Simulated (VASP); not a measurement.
# H (P1) in VASP: relaxation of cell and atoms with r2SCAN

Aim: the relaxation of cell and atoms of H with r2SCAN.

Everything below comes from runs of VASP 6.6.1. Logs are shortened: lines on timing, memory, paths and dates and some standing lists are left out, and cuts for length are marked.

**1. The cell of the first run**

The typed cell holds 3 atoms: a = 2.602 Å, b = 2.749 Å, c = 3.623 Å, α = 89.06°, β = 89.07°, γ = 120.16°.

**2. Relaxation of cell and atoms, r2SCAN**

The input, POSCAR:

```
H
1.0
    2.6016431400     -0.0452132900      0.0219877600
   -1.3399769300      2.4001027000      0.0222496700
    0.0292455500      0.0510553200      3.6220781000
H
3
Direct
    0.2320320000      0.0099350000      0.3098410000
    0.9772030000      0.2173590000      0.6792300000
    0.7140610000      0.7337840000      0.0080890000
```

The input, INCAR.step1:

```
SYSTEM = H
  ALGO = Normal
  EDIFF = 1E-4
  ENCUT = 600
  GGA = PE
  ISMEAR = -1
  LASPH = .TRUE.
  LCHARG = .FALSE.
  LREAL = .FALSE.
  LWAVE = .TRUE.
  NELM = 100
  PREC = Accurate
  SIGMA = 0.1
```

The input, INCAR.step2:

```
SYSTEM = H
  ALGO = Normal
  EDIFF = 1E-6
  EDIFFG = -0.03
  ENCUT = 600
  IBRION = 2
  ISIF = 3
  ISMEAR = -1
  ISTART = 1
  LASPH = .TRUE.
  LCHARG = .FALSE.
  LMIXTAU = .TRUE.
  LREAL = .FALSE.
  LWAVE = .FALSE.
  METAGGA = R2SCAN
  NELM = 100
  NSW = 80
  PREC = Accurate
  SIGMA = 0.1
```

The input, KPOINTS:

```
Automatic mesh
0
Gamma
  8 7 5
  0.5 0 0
```

Potentials or basis: VASP PAW PBE potentials, release 64 (H).

The run is started by

```bash
> cat potpaw_PBE.64/H/POTCAR > POTCAR
> cp INCAR.step1 INCAR
> mpirun -np 1 vasp_std > vasp.out
> cp INCAR.step2 INCAR
> mpirun -np 1 vasp_std > vasp.out
```

OUTCAR:

```text
SYSTEM = H
   EDIFF = 1E-6
   EDIFFG = -0.03
   ENCUT = 600
   IBRION = 2
   ISIF = 3
   ISMEAR = -1
   ISTART = 1
   LASPH = .TRUE.
   LREAL = .FALSE.
   METAGGA = R2SCAN
   NELM = 100
   NSW = 80
   PREC = Accurate

 ion  position               nearest neighbor table
   1  0.232  0.010  0.310-
   2  0.977  0.217  0.679-
   3  0.714  0.734  0.008-

  LATTYP: Found a triclinic cell.
 ALAT       =     6.8506338488
 B/A-ratio  =     0.9326323401
 C/A-ratio  =     1.4404315668
 COS(alpha) =     0.0028297676
 COS(beta)  =     0.6280485018
 COS(gamma) =     0.7782194711

  Lattice vectors:

 A1 = (   6.4649524900,   2.2644628300,   0.0882129500)
 A2 = (   5.2325318300,  -0.0393712600,   3.6660536200)
 A3 = (   5.0664844600,   4.5624548900,  -7.1336935800)

Analysis of symmetry for initial positions (statically):
=====================================================================
 Subroutine PRICEL returns:
 Original cell was already a primitive cell.

 Routine SETGRP: Setting up the symmetry group for a
 triclinic supercell.

 Subroutine GETGRP returns: Found  1 space group operations
 (whereof  1 operations were pure point group operations)
 out of a pool of  2 trial point group operations.

The static configuration has the point symmetry C_1 .

Analysis of symmetry for dynamics (positions and initial velocities):
=====================================================================
 Subroutine PRICEL returns:
 Original cell was already a primitive cell.

 Routine SETGRP: Setting up the symmetry group for a
 triclinic supercell.

 Subroutine GETGRP returns: Found  1 space group operations
 (whereof  1 operations were pure point group operations)
 out of a pool of  2 trial point group operations.

The dynamic configuration has the point symmetry C_1 .

 Subroutine INISYM returns: Found  1 space group operations
 (whereof  1 operations are pure point group operations),
 and found     1 'primitive' translations

----------------------------------------------------------------------------------------

                                     Primitive cell

  volume of cell :      22.3915

  direct lattice vectors                    reciprocal lattice vectors
[... 81 lines left out ...]
   ISTART =      1    job   : 0-new  1-cont  2-samecut
   ICHARG =      0    charge: 1-file 2-atom 10-const
   ISPIN  =      1    spin polarized calculation?
   LNONCOLLINEAR =      F non collinear calculations
   LSORBIT =      F    spin-orbit coupling
   LASPH  =      T    aspherical Exc in radial PAW
   ENCUT  =  600.0 eV  44.10 Ry    6.64 a.u.   5.20  5.49  7.24*2*pi/ulx,y,z
   NELM   =    100;   NELMIN=  2; NELMDL=  0     # of ELM steps
   EDIFF  = 0.1E-05   stopping-criterion for ELM
   LREAL  =      F    real-space projection
   EDIFFG = -.3E-01   stopping-criterion for IOM
   NSW    =     80    number of steps for IOM
   IBRION =      2    ionic relax: 0-MD 1-quasi-New 2-CG
   NFREE  =      1    steps in history (QN), initial steepest desc. (CG)
   ISIF   =      3    stress and relaxation
   ISYM   =      2    0-nonsym 1-usesym 2-fastsym
   POTIM  = 0.5000    time-step for ionic-motion
   TEBEG  =    0.0;   TEEND  =   0.0 temperature during run
   PSTRESS=    0.0 pullay stress
   NELECT =       3.0000    total number of electrons
   NUPDOWN=      -1.0000    fix difference up-down
   EMIN   =  10.00;   EMAX   =-10.00  energy-range for DOS
   EFERMI =   0.00;   METHOD = LEGACY
   ISMEAR =    -1;   SIGMA  =   0.10  broadening in eV -4-tet -1-fermi 0-gaus
   EFERMI_NEDOS =   21; number of points for ismear=-14 and -15
   IALGO  =     38    algorithm
   IMIX   =      4    mixing-type and parameters
     AMIX     =   0.40;   BMIX     =  1.00
     AMIX_MAG =   1.60;   BMIX_MAG =  1.00
  volume/ion in A,a.u.               =       7.46        50.37
  Fermi-wavevector in a.u.,A,eV,Ry     =   0.837698  1.583019  9.547714  0.701737
  Thomas-Fermi vector in A             =   1.951630
   LORBIT       =      0    0 simple, 1 ext, 2 COOP (PROOUT), +10 PAW based schemes
   METAGGA = R2SCAN    functional components
   LHFCALC =     F    Hartree Fock is set to
   AEXX    =    0.0000 exact exchange contribution
   IVDW    =     0    specifies the selected vdW correction
   LEPSILON=     F    determine dielectric tensor
   LRPA    =     F    only Hartree local field effects (RPA)
 conjugate gradient relaxation of ions
 non-spin polarized calculation
  energy-cutoff  :      600.00
  volume of cell :       22.39
 maximum number of plane-waves:       762
 NGX is ok and might be reduce to    24
   NGX = 11   NGY = 11   NGZ = 15

--------------------------------------- Ionic step        1  -------------------------------------------

 number of electron       3.0000000 magnetization

 Free energy of the ion-electron system (eV)
  ---------------------------------------------------
  ext. energy  EPLUGINS =         0.00000000
  ---------------------------------------------------
  free energy    TOTEN  =        -5.68957451 eV

  energy without entropy =       -5.66386941  energy(sigma->0) =       -5.67672196

------------------------ aborting loop because EDIFF is reached ----------------------------------------

  FORCE on cell =-STRESS in cart. coord.  units (eV):
  Direction    XX          YY          ZZ          XY          YZ          ZX
  --------------------------------------------------------------------------------------
  -------------------------------------------------------------------------------------
  Total       -2.3169271     -2.4629472     -3.6536004     -0.2384740      0.0303707      0.1110398
  in kB     -165.7825874   -176.2307362   -261.4252834    -17.0634810      2.1731069      7.9452089
  external PRESSURE =    -201.1462023 kB  Pullay stress =       0.0000000 kB
[... 490 lines left out ...]
 k-point    24 :       0.4375    0.4286    0.0000
  band No.  band energies     occupation
      1      -9.0316      2.00000
      2       4.5084      0.00000
      3       9.9662      0.00000
      4      11.8864      0.00000
      5      16.4019      0.00000

 [... further k-points ...]

[... ionic steps 4 to 13 ...]

--------------------------------------- Ionic step       14  -------------------------------------------

 number of electron       3.0000000 magnetization

------------------------ aborting loop because EDIFF is reached ----------------------------------------
[... 69 lines left out ...]
--------------------------------------- Ionic step       16  -------------------------------------------

 number of electron       3.0000000 magnetization

 Free energy of the ion-electron system (eV)
  ---------------------------------------------------
  ext. energy  EPLUGINS =         0.00000000
  ---------------------------------------------------
  free energy    TOTEN  =        -9.14235074 eV

  energy without entropy =       -9.13631327  energy(sigma->0) =       -9.13933200

 E-fermi :  -0.5037     XC(G=0):  -8.4646

 val. band max:       -0.5259585235   @ k =  -0.0625   0.2857   0.2000
 cond. band min:      -0.3948501398   @ k =  -0.1875  -0.1429   0.2000
 fundamental gap:      0.1311083837
 Fermi energy:        -0.5036667607
[... 222 lines left out ...]
  FREE ENERGIE OF THE ION-ELECTRON SYSTEM (eV)
  ---------------------------------------------------
  free  energy   TOTEN  =        -9.1423507352 eV

  energy  without entropy=       -9.1363132697  energy(sigma->0) =       -9.13933200

 reached required accuracy - stopping structural energy minimisation
```

OSZICAR.step1:

```text
N       E                     dE             d eps       ncg     rms          rms(c)
DAV:   1    -0.329890333136E+01   -0.32989E+01   -0.10390E+03  1405   0.418E+02
DAV:   2    -0.573522014932E+01   -0.24363E+01   -0.22740E+01  1840   0.354E+01
DAV:   3    -0.579285260044E+01   -0.57632E-01   -0.55730E-01  1630   0.604E+00
DAV:   4    -0.579292415309E+01   -0.71553E-04   -0.71522E-04  1985   0.188E-01
DAV:   5    -0.579292415909E+01   -0.60009E-08   -0.58562E-08  1510   0.173E-03    0.757E-01
DAV:   6    -0.579518737392E+01   -0.22632E-02   -0.22745E-03  1745   0.344E-01    0.476E-01
DAV:   7    -0.579669462074E+01   -0.15072E-02   -0.28189E-03  1625   0.516E-01    0.423E-02
DAV:   8    -0.579673568398E+01   -0.41063E-04   -0.14145E-04  1220   0.850E-02
   1 F= -.57967357E+01 E0= -.57828318E+01  d E =-.278078E-01
```

Run time: 6.2 min. Hardware: 1 thread of Intel Xeon Platinum 8559C (Emerald Rapids), shared host; peak memory 0.15 GiB.

What came out:

```yaml
Free_energy: -9.1424 eV
Relaxed_volume: 5.19 Å³/atom
Relaxed_cell: a = 2.455 Å, b = 2.499 Å, c = 2.957 Å, α = 90.40°, β = 87.97°, γ = 120.75°
Space_group_after_relaxing_to_0.05_Å: C2/m (No. 12)
Energy_gained_by_relaxing: 1150.9 meV/atom
Ionic_steps: 16
Pressure_after_relaxing: 0.5 GPa
Largest_force_after_relaxing: 0.028 eV/Å
```

Forces in eV/Å, atoms in the order of the input:
```
H   -0.017 -0.002 -0.022
H    0.007 -0.011  0.005
H    0.010  0.014  0.017
```

Step by step:
```tsv
step	energy change (eV)	largest force (eV/Å)	pressure (GPa)	volume (Å³)
1	0.0000	1.7490	-20.11	22.39
2	-0.8361	2.3365	-19.72	19.49
3	-2.8410	1.5192	4.93	12.26
4	-2.5893	1.8179	48.76	9.71
5	-2.8797	1.3042	16.30	11.32
6	-3.2047	0.8758	17.19	11.48
7	-3.2117	1.2749	17.41	11.51
8	-3.3379	0.3982	2.04	12.88
9	-3.3567	0.1507	5.54	12.49
10	-3.3984	0.1063	3.92	13.14
11	-3.4294	0.2024	1.76	14.32
12	-3.4301	0.2356	1.41	14.56
13	-3.4420	0.2066	1.54	14.87
14	-3.4430	0.3046	1.62	14.99
15	-3.4500	0.1473	1.08	15.27
16	-3.4528	0.0278	0.50	15.58
```

Final structure:
```yaml
crystal:
  lattice:
    - [2.45416, -0.02768, 0.03979]
    - [-1.25339, 2.16202, -0.01006]
    - [0.05731, 0.02293, 2.95629]
  atoms:
    - { symbol: H, position: [0.97645, 0.98731, 0.33270] }
    - { symbol: H, position: [0.97443, 0.98849, 0.66565] }
    - { symbol: H, position: [0.97241, 0.98529, 0.99882] }
```

Levels at points of the mesh, in eV from the Fermi level:
```tsv
k point	band 1	band 2	band 3	band 4	band 5
(0.06, 0.00, 0.00)	-12.84	4.91	5.07	15.11	22.71
```

Caveat: the k points lie up to 0.43 Å⁻¹ apart in the final cell; the volume moved by over 15 % at a fixed basis, so the end points are rough; the PAW data sets were made with another functional, which shifts forces and pressure a little.
